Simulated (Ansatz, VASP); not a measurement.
**GaAs: VASP beside Ansatz**

INCAR

```
  PREC = Accurate
  ENCUT = 500
  EDIFF = 1E-6
  ISMEAR = 0
  SIGMA = 0.1
  LREAL = F
  LASPH = T
  NELM = 120
  ALGO = Normal
  ISIF = 2
  LWAVE = F
  LCHARG = F
  GGA = PE
  NBANDS = 26
  GGA_COMPAT = F
```

File KPOINTS:

```
Automatic mesh
0
Gamma
  6 6 4
```

POSCAR

```
GaAs
1.0
    3.6518093000      0.0000000000      0.0000000000
   -1.8259046500      3.1625596200      0.0000000000
    0.0000000000      0.0000000000      6.0166831200
Ga As
2 2
Direct
    0.0000000000      0.0000000000      0.0000000000
    0.0000000000      0.0000000000      0.5000000000
    0.3333333300      0.6666666700      0.7500000000
    0.6666666700      0.3333333300      0.2500000000
```

Input for Ansatz:

```yaml
crystal:
  lattice:
    - [3.6518093, 0.0, 0.0]
    - [-1.82590465, 3.16255962, 0.0]
    - [0.0, 0.0, 6.01668312]
  atoms:
    - { symbol: Ga, position: [0.0, 0.0, 0.0] }
    - { symbol: Ga, position: [0.0, 0.0, 0.5] }
    - { symbol: As, position: [0.33333333, 0.66666667, 0.75] }
    - { symbol: As, position: [0.66666667, 0.33333333, 0.25] }
basis:
  ecutwfc: 420
kpoints:
  mp_grid: { grid: [6, 6, 4] }
hamiltonian:
  xc: pbe
scf:
  occupations: { method: gaussian, width: 0.1 }
  lower_state_search: "off"
output:
  forces: true
  stress: true
  eigenvalues: true
```

Alike in both runs: task single point; functional PBE; k mesh 6 × 6 × 4; occupations gaussian, width 0.1 eV; no spin polarisation.

|  | VASP | Ansatz |
| --- | --- | --- |
| version | VASP 6.6.1 | Ansatz 0.2.0 |
| potentials or method | VASP PAW PBE potentials, release 64 (Ga_d, As), cutoff 500 eV | scalar-relativistic, plane waves, PAW |
| valence electrons in the cell | 36 | 56 |

|  | VASP | Ansatz | Ansatz less VASP |
| --- | --- | --- | --- |
| gap on the k mesh at the Fermi level (eV) | none | none | - |
| pressure (GPa) | 13.2 | 12.8 | -0.33 |
| traceless stress, the component that is largest in VASP (GPa) | 4.37 | 4.38 | +0.009 |

A gap of «none» marks a metal or a gap that the smearing closes. With one functional, cell and mesh, what is left measures potentials, basis and numerics. VASP's potentials hold 36 valence electrons a cell and Ansatz's 56, so a difference there can come from the potentials and not from the codes.
